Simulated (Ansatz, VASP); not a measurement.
## Two plane-wave programs on GaAs

File INCAR:

```
ALGO = Normal
EDIFF = 1E-6
ENCUT = 500
GGA = PE
GGA_COMPAT = F
ISIF = 2
ISMEAR = 0
LASPH = T
LCHARG = F
LREAL = F
LWAVE = F
NBANDS = 16
NELM = 120
PREC = Accurate
SIGMA = 0.03
```

KPOINTS

```
k-points
0
Gamma
  10 10 10
```

Contents of POSCAR:

```
GaAs
1.0
    0.0000000000      2.8008749607      2.9445095741
    2.8008749607      0.0000000000      2.9445095741
    2.8008749607      2.8008749607      0.0000000000
Ga As
1 1
Direct
    0.0000000000      0.0000000000      0.0000000000
    0.7500000000      0.7500000000      0.7500000000
```

Input for Ansatz:

```yaml
crystal:
  lattice:
    - [0.0, 2.8008749607, 2.9445095741]
    - [2.8008749607, 0.0, 2.9445095741]
    - [2.8008749607, 2.8008749607, 0.0]
  atoms:
    - { symbol: Ga, position: [0.0, 0.0, 0.0] }
    - { symbol: As, position: [0.75, 0.75, 0.75] }
basis:
  ecutwfc: 420
kpoints:
  mp_grid: { grid: [10, 10, 10] }
hamiltonian:
  xc: pbe
scf:
  occupations: { method: gaussian, width: 0.03 }
output:
  forces: true
  stress: true
  eigenvalues: true
```

Change from the starting cell: strain -0.025 along x and y, +0.025 along z, atoms carried along.

Alike in both runs: task single point; functional PBE; k mesh 10 × 10 × 10; occupations gaussian, width 0.03 eV; no spin polarisation.

|  | VASP | Ansatz |
| --- | --- | --- |
| version | VASP 6.6.1 | Ansatz 0.2.0 |
| potentials or method | VASP PAW PBE potentials, release 64 (Ga_d, As), cutoff 500 eV | scalar-relativistic, plane waves, PAW |
| valence electrons in the cell | 18 | 28 |

VASP gave:

```
gap on the k mesh at the Fermi level (eV)                     : 0.23
least direct gap on the mesh (eV)                             : 0.23
pressure (GPa)                                                : 1.8
traceless stress, the component that is largest in VASP (GPa) : -2.13
```

**Question.** Which values does Ansatz return?

**Answer.** gap on the k mesh at the Fermi level (eV): 0.23; least direct gap on the mesh (eV): 0.23; pressure (GPa): 1.6; traceless stress, the component that is largest in VASP (GPa): -2.14.

VASP's potentials hold 18 valence electrons a cell and Ansatz's 28, so a difference there can come from the potentials and not from the codes.
